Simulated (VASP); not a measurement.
Crystal: Si.

```
Si
1.0
     0.00000    2.72212    2.72212
     2.72212    0.00000    2.72212
     2.72212    2.72212    0.00000
Si
2
Direct
  0.00000 0.00000 0.00000
  0.25000 0.25000 0.25000
```

Base run:

* Program: VASP 6.6.1
* Functional: PBE0
* Potentials or basis: VASP PAW PBE potentials, release 64 (Si)
* Cutoff: 520 eV
* k mesh: 6 × 6 × 6
* Occupations: gaussian, width 0.01 eV
* Spin: no spin polarisation

Its results: band gap on the k mesh 1.99 eV, indirect (least direct gap 4.01 eV); pressure -0.7 GPa.

The run is repeated on the same cell with these changes: functional from PBE0 to PBE. What comes out?

Band gap on the k mesh 0.72 eV, indirect (least direct gap 2.56 eV); pressure 1.3 GPa.

PBE0 gives the wider gap, since exact exchange removes part of the self-interaction.

Caveats: the PAW data sets were made with another functional, which shifts forces and pressure a little (some runs).

A k mesh can miss the band edges.
